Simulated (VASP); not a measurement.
Ir: single point with r2SCAN

Ir:

```
Ir
1.0
     2.86143    0.00000    0.00000
    -1.43072    2.47807    0.00000
     0.00000    0.00000    4.64078
Ir
2
Direct
  0.66667 0.33333 0.75000
  0.33333 0.66667 0.25000
```

This cell differs from its parent crystal: strain +0.040 along x and y, +0.040 along z.

```
Program             : VASP 6.6.1
Task                : single point
Functional          : r2SCAN
Potentials or basis : VASP PAW PBE potentials, release 64 (Ir)
Cutoff              : 520 eV
k mesh              : 18 × 18 × 12
Occupations         : gaussian, width 0.15 eV
Spin                : no spin polarisation
```

```yaml
Pressure: -35.7 GPa
Band_gap_on_the_k_mesh: zero (bands 9 and 10 overlap by 2.68 eV)
```

Stress tensor (GPa, compression positive):
```
-35.42   0.00   0.00
  0.00 -35.42   0.00
  0.00   0.00 -36.23
```

Levels at points of the mesh, in eV from the Fermi level:
```tsv
k point	band 7	band 8	band 9	band 10	band 11	band 12
(0.00, 0.00, 0.00)	-2.63	-1.98	-1.98	-0.33	0.21	0.21
(0.50, 0.00, 0.00)	-2.47	0.54	0.73	0.87	2.56	3.88
(0.00, 0.00, 0.50)	-3.26	-3.26	-0.43	-0.43	-0.43	-0.43
(0.50, 0.00, 0.50)	-0.66	-0.66	0.74	0.74	1.90	1.90
```

Run time: 9.1 min on 1 thread of Intel Xeon 8259CL, on a shared host, peak memory 0.23 GiB.

Caveat: the cell differs from its parent crystal (strain +0.040 along x and y, +0.040 along z); the cell stands under tension; the PAW data sets were made with another functional, which shifts forces and pressure a little; spin-orbit coupling is left out, which moves the levels of the heavy elements.
